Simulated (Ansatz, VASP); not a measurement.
## HfIn4SiO6 in VASP and in Ansatz

```
Hf In Si O
1.0
     2.66041   -4.60755    0.00816
     2.66041    4.60755    0.00816
    -1.84079    0.00000    7.25018
Hf In Si O
1 4 1 6
Direct
  0.78835 0.21165 0.00000
  0.62175 0.37825 0.50000
  0.45502 0.54498 0.00000
  0.28407 0.71593 0.50000
  0.95814 0.04186 0.50000
  0.12168 0.87832 0.00000
  0.06219 0.11415 0.86666
  0.88585 0.93781 0.13334
  0.79490 0.53784 0.86663
  0.46216 0.20510 0.13337
  0.15352 0.62879 0.13333
  0.37121 0.84648 0.86667
```

Change from the starting cell: volume scaled by 0.94.

Alike in both runs: task single point; functional PBE; k mesh 4 × 4 × 3; occupations fermi-dirac, width 0.05 eV; no spin polarisation.

|  | VASP | Ansatz |
| --- | --- | --- |
| version | VASP 6.6.1 | Ansatz 0.2.0 |
| potentials or method | VASP PAW PBE potentials, release 64 (Hf_pv, In_d, Si, O), cutoff 520 eV | all-electron LAPW, scalar-relativistic |

Ansatz gave:

| Item | Value |
| --- | --- |
| gap on the k mesh at the Fermi level (eV) | none |
| pressure (GPa) | 8.1 |
| traceless stress, the component that is largest in VASP (GPa) | -1.84 |
| rms of the force components (eV/Å) | 0.288 |

Estimate VASP's values.

gap on the k mesh at the Fermi level (eV): none; pressure (GPa): 7.6; traceless stress, the component that is largest in VASP (GPa): -1.75; rms of the force components (eV/Å): 0.266.

Atom by atom the forces differ by 0.061 eV/Å (rms over components). A gap of «none» marks a metal or a gap that the smearing closes. Ansatz ran all-electron here, and VASP with PAW potentials.

Neither program's run includes spin-orbit coupling. Noted on Ansatz's run: the k mesh is thin for a metal, which can move the energy by tens of meV per atom.
